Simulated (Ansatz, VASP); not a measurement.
**One calculation of SrRe3, two programs**

```xyz
4
Lattice="5.8519 0.0000 0.0000 -2.9260 5.0679 0.0000 0.0000 0.0000 2.5262" Properties=species:S:1:pos:R:3 pbc="T T T"
Sr    0.0000    0.0000    0.0000
Re    2.9260    0.0000    0.0000
Re   -1.4630    2.5340    0.0000
Re    1.4630    2.5340    0.0000
```

Alike in both runs: functional PBE; k mesh 6 × 6 × 6; occupations gaussian, width 0.1 eV; no spin polarisation.

Ansatz relaxed the structure, and its values are those at the end. VASP's run is a single point on that final structure, the one shown.

```csv
,VASP,Ansatz
version,VASP 6.6.1,Ansatz 0.2.0
potentials or method,"VASP PAW PBE potentials, release 64 (Sr_sv, Re_sv_GW), cutoff 560 eV","scalar-relativistic, plane waves, PAW"
valence electrons in the cell,55,55
```

|  | VASP | Ansatz | Ansatz less VASP |
| --- | --- | --- | --- |
| gap on the k mesh at the Fermi level (eV) | none | none | - |
| pressure (GPa) | -0.3 | 0.0 | +0.35 |

A gap of «none» marks a metal or a gap that the smearing closes. The functional is the same, so the differences come from potentials, cutoffs and numerics.

The k mesh is coarse, so the values compare programs but aren't converged. Neither program's run includes spin-orbit coupling.
